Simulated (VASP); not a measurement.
A run of VASP 6.6.1:

Contents of INCAR:

```
SYSTEM = SnPb3S4
ALGO = Normal
EDIFF = 1E-6
ENCUT = 520
GGA = PE
ISIF = 2
ISMEAR = 0
LASPH = .TRUE.
LCHARG = .FALSE.
LREAL = .FALSE.
LWAVE = .FALSE.
NBANDS = 50
NELM = 60
PREC = Accurate
SIGMA = 0.2
```

The input KPOINTS:

```
k-points
0
G
  4 4 4
  0 0 0
```

Contents of POSCAR:

```
SnPb3S4
1.0
   -4.2489782284      0.0001635970     -4.2524880877
   -4.2489156001      0.0012528708      4.2524199390
    4.2479183176      5.9895752157      0.0008548472
Sn Pb S
1 3 4
Direct
    0.5239040827      0.4895293286      0.0133002927
    0.2568035564      0.7451163687      0.5002695278
    0.7551691298      0.2434007071      0.5001933525
    0.0122035632      0.9980813846      1.0101842255
    0.9710456627      0.5024787400      0.0069911101
    0.2432376493      0.2415765732      0.4850229908
    0.5044207539      0.0360676986      0.0069558279
    0.7339746020      0.7429901992      0.4770826728
```

Potentials or basis: VASP PAW PBE potentials, release 64 (Sn_d, Pb_d, S).

Command:

```sh
$ cat potpaw_PBE.64/Sn_d/POTCAR potpaw_PBE.64/Pb_d/POTCAR potpaw_PBE.64/S/POTCAR > POTCAR
$ mpirun -np 1 vasp_std > vasp.out
```

Hardware: 1 thread of Intel(R) Xeon(R) Platinum 8488C (Sapphire Rapids), on a shared host.

Question: How long does it take, and how much memory?

Answer: Run time: 6.2 min on 1 thread of Intel(R) Xeon(R) Platinum 8488C (Sapphire Rapids) (shared host), peak memory 0.55 GiB. Counts: scf iterations 14, k points 36.
